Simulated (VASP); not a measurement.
HfC5:

```
CELL_PARAMETERS angstrom
4.85213 0.00000 0.00000
0.00000 4.85213 0.00000
0.00000 0.00000 3.08190
ATOMIC_POSITIONS crystal
Hf 0.50000 0.50000 0.50000
C 0.84134 0.84134 0.50000
C 0.15866 0.15866 0.50000
C 0.15866 0.84134 0.50000
C 0.84134 0.15866 0.50000
C 0.00000 0.00000 0.00000
```

| Quantity | Value |
| --- | --- |
| Program | VASP 6.6.1 |
| Task | relaxation of cell and atoms |
| Functional | PBE |
| Potentials or basis | VASP PAW PBE potentials, release 64 (Hf_pv, C) |
| Cutoff | 600 eV |
| k mesh | 8 × 8 × 12 |
| Occupations | gaussian, width 0.1 eV |
| Spin | no spin polarisation |

At the start: pressure -1.1 GPa; volume 12.09 Å³/atom.

Where does the relaxation end?

Over 22 steps the energy falls by 4.2 meV/atom and the volume is 11.78 Å³/atom (-2.6 %); space group P4/mmm (No. 123, to 0.05 Å).

The path:
| step | energy change (eV) | largest force (eV/Å) | pressure (GPa) | volume (Å³) |
| --- | --- | --- | --- | --- |
| 1 | 0.0000 | 0.1798 | -1.10 | 72.56 |
| 2 | -0.0048 | 0.0745 | -0.12 | 71.69 |
| 3 | -0.0052 | 0.0241 | -0.32 | 71.86 |
| 4 | -0.0078 | 0.0660 | -0.02 | 71.48 |
| 5 | -0.0186 | 0.2105 | 1.31 | 70.35 |
| 6 | 0.0275 | 0.1259 | 5.72 | 68.10 |
| 7 | -0.0191 | 0.2069 | 1.65 | 70.15 |
| 8 | -0.0194 | 0.1993 | 1.69 | 70.12 |
| 9 | -0.0198 | 0.1770 | 1.80 | 70.02 |
| 10 | -0.0198 | 0.1312 | 2.03 | 69.84 |
| 11 | -0.0200 | 0.1540 | 1.92 | 69.93 |
| 12 | -0.0204 | 0.1438 | 1.84 | 69.96 |
| 13 | -0.0214 | 0.1130 | 1.62 | 70.03 |
| 14 | -0.0230 | 0.0518 | 1.18 | 70.18 |
| 15 | -0.0245 | 0.0688 | 0.32 | 70.48 |
| 16 | -0.0245 | 0.0902 | 0.17 | 70.53 |
| 17 | -0.0247 | 0.0782 | 0.14 | 70.55 |
| 18 | -0.0250 | 0.0422 | 0.06 | 70.61 |
| 19 | -0.0252 | 0.0296 | -0.08 | 70.73 |
| 20 | -0.0252 | 0.0069 | -0.04 | 70.69 |
| 21 | -0.0252 | 0.0028 | -0.04 | 70.69 |
| 22 | -0.0252 | 0.0060 | -0.05 | 70.68 |

Final structure:
```
CELL_PARAMETERS angstrom
4.84386 0.00000 0.00000
0.00000 4.84386 0.00000
0.00000 0.00000 3.01244
ATOMIC_POSITIONS crystal
Hf 0.50000 0.50000 0.50000
C 0.84006 0.84006 0.50000
C 0.15994 0.15994 0.50000
C 0.15994 0.84006 0.50000
C 0.84006 0.15994 0.50000
C 0.00000 0.00000 0.00000
```
